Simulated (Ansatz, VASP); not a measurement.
## One calculation of La2O3, two programs

```xyz
5
Lattice="6.2668 0.0000 0.0000 -3.1334 5.4272 0.0000 0.0000 0.0000 3.2998" Properties=species:S:1:pos:R:3 pbc="T T T"
La    3.1334    1.8091    1.6499
La    0.0000    3.6181    1.6499
O     3.1836    0.0000    0.0000
O    -1.5918    2.7571    0.0000
O     1.5416    2.6701    0.0000
```

Alike in both runs: functional LDA; k mesh 5 × 5 × 8; occupations fermi-dirac, width 0.05 eV; no spin polarisation.

```csv
,VASP,Ansatz
version,VASP 6.6.1,Ansatz 0.2.0
potentials or method,"VASP PAW LDA potentials, release 64 (La, O)",Ansatz PAW
plane-wave cutoff (eV),520,420
valence electrons in the cell,40,40
task,single point,band structure
```

Ansatz gave:

| Item | Value |
| --- | --- |
| gap on the k mesh at the Fermi level (eV) | 1.39 |
| least direct gap on the mesh (eV) | 1.91 |
| pressure (GPa) | -3.3 |
| traceless stress, the component that is largest in VASP (GPa) | -3.13 |
| rms of the force components (eV/Å) | 0.033 |

Estimate VASP's values.

gap on the k mesh at the Fermi level (eV): 1.38; least direct gap on the mesh (eV): 1.90; pressure (GPa): -3.3; traceless stress, the component that is largest in VASP (GPa): -3.10; rms of the force components (eV/Å): 0.033.

LDA's correlation is that of Perdew and Zunger in VASP and of Perdew and Wang (1992) in Ansatz. Atom by atom the forces differ by 0.000 eV/Å (rms over components).

Spin-orbit coupling is off throughout.
